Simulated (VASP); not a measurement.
Input of a VASP 6.6.1 run:

The input POSCAR:

```
Te2Mo
1.0
    3.5182000000      0.0000000000      0.0000000000
   -1.7591000000      3.0468505756      0.0000000000
    0.0000000000      0.0000000000     13.9736000000
Te Mo
4 2
Direct
    0.6666666667      0.3333333333      0.3790000000
    0.3333333333      0.6666666667      0.8790000000
    0.6666666667      0.3333333333      0.1210000000
    0.3333333333      0.6666666667      0.6210000000
    0.6666666667      0.3333333333      0.7500000000
    0.3333333333      0.6666666667      0.2500000000
```

Contents of INCAR.step1:

```
SYSTEM = Te2Mo
ALGO = Normal
EDIFF = 1E-4
ENCUT = 520
GGA = PE
ISMEAR = -1
LASPH = .True.
LCHARG = .False.
LREAL = .False.
LWAVE = .True.
NBANDS = 35
NELM = 100
PREC = Accurate
SIGMA = 0.05
```

File INCAR.step2:

```
SYSTEM = Te2Mo
ALGO = Normal
BPARAM = 11.95
CPARAM = 0.0093
EDIFF = 1E-7
ENCUT = 520
ISIF = 2
ISMEAR = -1
ISTART = 1
IVDW_NL = 2
LASPH = .True.
LCHARG = .False.
LMIXTAU = .True.
LREAL = .False.
LUSE_VDW = .True.
LWAVE = .False.
METAGGA = R2SCAN
NBANDS = 35
NELM = 100
PREC = Accurate
SIGMA = 0.05
```

File KPOINTS:

```
k-points
0
Gamma
  9 9 2
  0 0 0
```

Potentials or basis: VASP PAW PBE potentials, release 64 (Te, Mo_sv).

Command:

```sh
$ cat potpaw_PBE.64/Te/POTCAR potpaw_PBE.64/Mo_sv/POTCAR > POTCAR
$ cp INCAR.step1 INCAR
$ mpirun -np 1 vasp_std > vasp.out
$ cp INCAR.step2 INCAR
$ mpirun -np 1 vasp_std > vasp.out
```

(1) Predict the band gap on the k mesh.

(2) Estimate the largest force.

(3) What does it give for the pressure?

Results:

(1) 0.87 eV (least direct gap 1.13 eV).

(2) 0.003 eV/Å.

(3) 1.5 GPa.

Caveat: the PAW data sets were made with another functional, which shifts forces and pressure a little; spin-orbit coupling is left out, which moves the levels of the heavy elements.
